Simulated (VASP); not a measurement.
# WC (P-6m2) in VASP: notebook

The runs below take WC through single point, with HSE06, PBE, BLYP+D4.

Program: VASP 6.6.1. These are calculated values, not measurements. Logs are shortened: lines on timing, memory, paths and dates and some standing lists are left out, and cuts for length are marked.

**1. The cell of the first run**

Symmetry: P-6m2, No. 187, hexagonal system. Conventional cell: a = 2.847 Å, b = 2.847 Å, c = 2.779 Å, α = 90.00°, β = 90.00°, γ = 120.00°. W (site symmetry -6m2) has 6 C at 2.15 Å and 8 W at 2.78 to 2.85 Å within 2.9 Å. C (site symmetry -6m2) has 6 W at 2.15 Å and 8 C at 2.78 to 2.85 Å within 2.9 Å.

**2. Single point, HSE06**

Contents of POSCAR:

```
WC
1.0
    2.8471670250      0.0000000000      0.0000000000
   -1.4235835125      2.4657189725      0.0000000000
    0.0000000000      0.0000000000      2.7786939560
W C
1 1
Direct
    0.0000000000      0.0000000000      0.0000000000
    0.6666666667      0.3333333333      0.5000000000
```

Contents of INCAR.step1:

```
SYSTEM = WC
PREC = Accurate
ENCUT = 520
EDIFF = 1E-5
ISMEAR = -1
SIGMA = 0.05
LREAL = .FALSE.
LASPH = .TRUE.
NELM = 100
ALGO = Normal
ISIF = 2
LWAVE = .TRUE.
LCHARG = .FALSE.
NBANDS = 16
GGA = PE
```

Contents of INCAR.step2:

```
SYSTEM = WC
PREC = Accurate
ENCUT = 520
EDIFF = 1E-7
ISMEAR = -1
SIGMA = 0.05
LREAL = .FALSE.
LASPH = .TRUE.
NELM = 100
ALGO = Normal
ISIF = 2
LWAVE = .FALSE.
LCHARG = .FALSE.
GGA = PE
LHFCALC = .TRUE.
HFSCREEN = 0.2079
PRECFOCK = Normal
NBANDS = 16
ISTART = 1
```

Contents of KPOINTS:

```
regular mesh
0
G
  6 6 6
  0 0 0
```

Potentials or basis: VASP PAW PBE potentials, release 64 (W_sv, C).

Run with:

```bash
cat potpaw_PBE.64/W_sv/POTCAR potpaw_PBE.64/C/POTCAR > POTCAR
cp INCAR.step1 INCAR
mpirun -np 1 vasp_std > vasp.out
cp INCAR.step2 INCAR
mpirun -np 1 vasp_std > vasp.out
```

OUTCAR:

```text
SYSTEM = WC
   PREC = Accurate
   ENCUT = 520
   EDIFF = 1E-7
   ISMEAR = -1
   LREAL = .FALSE.
   LASPH = .TRUE.
   NELM = 100
   ISIF = 2
   GGA = PE
   LHFCALC = .TRUE.
   HFSCREEN = 0.2079
   PRECFOCK = Normal
   ISTART = 1

 ion  position               nearest neighbor table
   1  0.000  0.000  0.000-   2 2.15   2 2.15   2 2.15   2 2.15   2 2.15   2 2.15
   2  0.667  0.333  0.500-   1 2.15   1 2.15   1 2.15   1 2.15   1 2.15   1 2.15

  LATTYP: Found a hexagonal cell.
 ALAT       =     2.8471670250
 C/A-ratio  =     0.9759504559

  Lattice vectors:

 A1 = (   2.8471670250,   0.0000000000,   0.0000000000)
 A2 = (  -1.4235835125,   2.4657189725,   0.0000000000)
 A3 = (   0.0000000000,   0.0000000000,   2.7786939560)

Analysis of symmetry for initial positions (statically):
=====================================================================
 Subroutine PRICEL returns:
 Original cell was already a primitive cell.

 Routine SETGRP: Setting up the symmetry group for a
 hexagonal supercell.

 Subroutine GETGRP returns: Found 12 space group operations
 (whereof 12 operations were pure point group operations)
 out of a pool of 24 trial point group operations.

The static configuration has the point symmetry D_3h.

Analysis of symmetry for dynamics (positions and initial velocities):
=====================================================================
 Subroutine PRICEL returns:
 Original cell was already a primitive cell.

 Routine SETGRP: Setting up the symmetry group for a
 hexagonal supercell.

 Subroutine GETGRP returns: Found 12 space group operations
 (whereof 12 operations were pure point group operations)
 out of a pool of 24 trial point group operations.

The dynamic configuration has the point symmetry D_3h.

 Subroutine INISYM returns: Found 12 space group operations
 (whereof 12 operations are pure point group operations),
 and found     1 'primitive' translations

----------------------------------------------------------------------------------------

                                     Primitive cell

  volume of cell :      19.5073

  direct lattice vectors                    reciprocal lattice vectors
[... 84 lines left out ...]
   LASPH  =      T    aspherical Exc in radial PAW
   ENCUT  =  520.0 eV  38.22 Ry    6.18 a.u.   5.29  5.29  5.17*2*pi/ulx,y,z
   NELM   =    100;   NELMIN=  2; NELMDL=  0     # of ELM steps
   EDIFF  = 0.1E-06   stopping-criterion for ELM
   LREAL  =      F    real-space projection
   EDIFFG = 0.1E-05   stopping-criterion for IOM
   NSW    =      0    number of steps for IOM
   IBRION =     -1    ionic relax: 0-MD 1-quasi-New 2-CG
   NFREE  =      0    steps in history (QN), initial steepest desc. (CG)
   ISIF   =      2    stress and relaxation
   ISYM   =      3    0-nonsym 1-usesym 2-fastsym
   POTIM  = 0.5000    time-step for ionic-motion
   TEBEG  =    0.0;   TEEND  =   0.0 temperature during run
   PSTRESS=    0.0 pullay stress
   NELECT =      18.0000    total number of electrons
   NUPDOWN=      -1.0000    fix difference up-down
   EMIN   =  10.00;   EMAX   =-10.00  energy-range for DOS
   EFERMI =   0.00;   METHOD = LEGACY
   ISMEAR =    -1;   SIGMA  =   0.05  broadening in eV -4-tet -1-fermi 0-gaus
   EFERMI_NEDOS =   21; number of points for ismear=-14 and -15
   IALGO  =     38    algorithm
   IMIX   =      1    mixing-type and parameters
     AMIX     =   0.40;   BMIX     =  1.00
     AMIX_MAG =   1.60;   BMIX_MAG =  1.00
  volume/ion in A,a.u.               =       9.75        65.82
  Fermi-wavevector in a.u.,A,eV,Ry     =   1.593798  3.011841 34.561407  2.540192
  Thomas-Fermi vector in A             =   2.691972
   LORBIT       =      0    0 simple, 1 ext, 2 COOP (PROOUT), +10 PAW based schemes
   GGA     = PE    functional components
   LHFCALC =     T    Hartree Fock is set to
   PRECFOCK=normal    Normal, Fast or Accurate (Low or Medium for compatibility)
   ENCUT4O =  -1.0   cutoff for four orbital integrals eV
   NKREDX  =     1    reduce k-point grid by
   NKREDY  =     1    reduce k-point grid by
   NKREDZ  =     1    reduce k-point grid by
   AEXX    =    0.2500 exact exchange contribution
   HFSCREEN=    0.2079 screening length (either q_TF or 0.3 A-1)
   HFSCREENC=   0.2079 screening length for correlation (either q_TF or 0.3 A-1)
   ENCUTFOCK=  -1.0 apply spherical cutoff to Coloumb kernel
   IVDW    =     0    specifies the selected vdW correction
   LEPSILON=     F    determine dielectric tensor
   LRPA    =     F    only Hartree local field effects (RPA)
 non-spin polarized calculation
  energy-cutoff  :      520.00
  volume of cell :       19.51
 maximum number of plane-waves:       541
 NGX is ok and might be reduce to    24
  NGX = 16; NGY = 16; NGZ = 16

 number of electron      18.0000000 magnetization

 Free energy of the ion-electron system (eV)
  ---------------------------------------------------
  ext. energy  EPLUGINS =         0.00000000
  ---------------------------------------------------
  free energy    TOTEN  =       -25.87219908 eV

  energy without entropy =      -25.87107092  energy(sigma->0) =      -25.87163500

 E-fermi :  12.0499     XC(G=0): -11.4985

 val. band max:       12.0473252597   @ k =   0.0000   0.0000   0.1667
 cond. band min:      12.2878934779   @ k =   0.1667   0.0000   0.5000
 fundamental gap:      0.2405682182
 Fermi energy:        12.0499315468

 k-point     1 :       0.0000    0.0000    0.0000
  band No.  band energies     occupation
      1     -66.2514      2.00000
      2     -28.7281      2.00000
      3     -28.5753      2.00000
      4     -28.5753      2.00000
      5      -5.0325      2.00000
      6       6.4113      2.00000
[... 433 lines left out ...]
      3     -29.3120      2.00000
      4     -28.6597      2.00000
      5      -1.2378      2.00000
      6       3.8968      2.00000
[... 8 lines left out ...]
     15      27.3472      0.00000
     16      31.0511      0.00000

 [... further k-points ...]
[... 5 lines left out ...]
  --------------------------------------------------------------------------------------
  -------------------------------------------------------------------------------------
  Total        3.1221396      3.1221396      3.2580888     -0.0000000     -0.0000000     -0.0000000
  in kB      256.4281319    256.4281319    267.5939352     -0.0000000     -0.0000000     -0.0000000
  external PRESSURE =     260.1500664 kB  Pullay stress =       0.0000000 kB

 VOLUME and BASIS-vectors are now :
 -----------------------------------------------------------------------------
  energy-cutoff  :      520.00
  volume of cell :       19.51
      direct lattice vectors                 reciprocal lattice vectors
     2.847167025  0.000000000  0.000000000     0.351226321  0.202780611  0.000000000
    -1.423583513  2.465718972  0.000000000     0.000000000  0.405561222  0.000000000
     0.000000000  0.000000000  2.778693956     0.000000000  0.000000000  0.359881302

 POSITION                                       TOTAL-FORCE (eV/Angst)
 -----------------------------------------------------------------------------------
      0.00000      0.00000      0.00000        -0.000000      0.000000      0.000000
      1.42358      0.82191      1.38935         0.000000     -0.000000      0.000000
 -----------------------------------------------------------------------------------
    total drift:                                0.000000      0.000000     -0.000001

  FREE ENERGIE OF THE ION-ELECTRON SYSTEM (eV)
  ---------------------------------------------------
  free  energy   TOTEN  =       -25.8721990772 eV

  energy  without entropy=      -25.8710709194  energy(sigma->0) =      -25.87163500
```

OUTCAR.step1:

```text
SYSTEM = WC
   PREC = Accurate
   ENCUT = 520
   EDIFF = 1E-5
   ISMEAR = -1
   LREAL = .FALSE.
[... 679 lines left out ...]
      0.00000      0.00000      0.00000         0.000000      0.000000      0.000000
      1.42358      0.82191      1.38935        -0.000000      0.000000      0.000000
 -----------------------------------------------------------------------------------
    total drift:                               -0.000000      0.000000      0.000000

  FREE ENERGIE OF THE ION-ELECTRON SYSTEM (eV)
  ---------------------------------------------------
  free  energy   TOTEN  =       -22.2780782535 eV

  energy  without entropy=      -22.2734328079  energy(sigma->0) =      -22.27575553
```

OSZICAR.step1:

```text
N       E                     dE             d eps       ncg     rms          rms(c)
DAV:   1     0.109073852089E+03    0.10907E+03   -0.90876E+03   896   0.126E+03
DAV:   2    -0.223264700845E+02   -0.13140E+03   -0.12683E+03  1032   0.338E+02
DAV:   3    -0.253288122594E+02   -0.30023E+01   -0.29919E+01  1032   0.484E+01
DAV:   4    -0.253432551871E+02   -0.14443E-01   -0.14442E-01  1120   0.377E+00
DAV:   5    -0.253433563943E+02   -0.10121E-03   -0.10121E-03  1016   0.300E-01    0.368E+01
DAV:   6    -0.223415138729E+02    0.30018E+01   -0.54061E+00  1040   0.256E+01    0.106E+01
DAV:   7    -0.223049949033E+02    0.36519E-01   -0.36118E-01   920   0.469E+00    0.711E+00
DAV:   8    -0.222785552100E+02    0.26440E-01   -0.39805E-02   984   0.181E+00    0.111E+00
DAV:   9    -0.222781013075E+02    0.45390E-03   -0.13739E-03  1048   0.328E-01    0.991E-02
DAV:  10    -0.222780790393E+02    0.22268E-04   -0.17508E-04  1008   0.159E-01    0.319E-02
DAV:  11    -0.222780782535E+02    0.78581E-06   -0.66804E-06   704   0.288E-02
   1 F= -.22278078E+02 E0= -.22275756E+02  d E =-.464545E-02
```

Wall time 74 min (1 thread of AMD EPYC 7R13, shared host); peak memory 0.23 GiB.

Results:

| Property | Result |
| --- | --- |
| Free energy | -25.8722 eV |
| Pressure | 26.0 GPa |
| Band gap on the k mesh | zero (bands 9 and 10 overlap by 1.61 eV) |

Levels at points of the mesh, in eV from the Fermi level:
```
           k point  band 6  band 7  band 8  band 9  band 10  band 11  band 12  band 13
(0.00, 0.00, 0.00)   -5.64   -4.46   -4.46   -0.31     3.90     3.90     6.61     6.61
(0.50, 0.00, 0.00)   -8.65   -4.76   -4.74   -1.01     2.81     5.38     5.85     7.95
(0.00, 0.00, 0.50)  -10.55   -2.85   -2.85   -0.91    -0.91     4.25     5.17     5.17
(0.50, 0.00, 0.50)   -8.08   -5.64   -5.33   -0.17     5.29     6.28     7.83    10.88
```

Caveat: the k points lie up to 0.42 Å⁻¹ apart, too coarse for converged energies and pressures of a metal; the PAW data sets were made with another functional, which shifts forces and pressure a little; spin-orbit coupling is left out, which moves the levels of the heavy elements.

[end of part 1 of 2]

The gap in the log of VASP goes by the Fermi energy; the results here count the filled bands.